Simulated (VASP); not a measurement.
Here is a VASP 6.6.1 calculation.

Contents of INCAR:

```
SYSTEM = AlRu
PREC     = Accurate       ! precision mode
ENCUT    = 520            ! plane-wave cutoff, eV
EDIFF    = 1E-6           ! SCF threshold, eV
ISMEAR   = 0              ! smearing method
SIGMA    = 0.15           ! smearing width, eV
LREAL    = .FALSE.        ! projectors in reciprocal space
LASPH    = .TRUE.         ! aspherical terms in the spheres
NELM     = 80             ! most SCF steps
ALGO     = Fast           ! electronic algorithm
ISIF     = 2              ! what is computed and relaxed
LWAVE    = .FALSE.        ! write WAVECAR
LCHARG   = .FALSE.        ! write CHGCAR
GGA      = CA             ! functional
NBANDS   = 16             ! bands
```

Contents of KPOINTS:

```
Automatic mesh
0
G
  16 16 16
  0 0 0
```

POSCAR

```
AlRu
1.0
    2.9916000000      0.0000000000      0.0000000000
    0.0000000000      2.9916000000      0.0000000000
    0.0000000000      0.0000000000      2.9916000000
Al Ru
1 1
Direct
    0.0000000000      0.0000000000      0.0000000000
    0.5000000000      0.5000000000      0.5000000000
```

Potentials or basis: VASP PAW LDA potentials, release 64 (Al, Ru_pv).

Run with:

```console
$ cat potpaw_LDA.64/Al/POTCAR potpaw_LDA.64/Ru_pv/POTCAR > POTCAR
$ mpirun -np 1 vasp_std > vasp.out
```

(1) What does it give for the pressure?

## Answers

(1) -7.6 GPa.
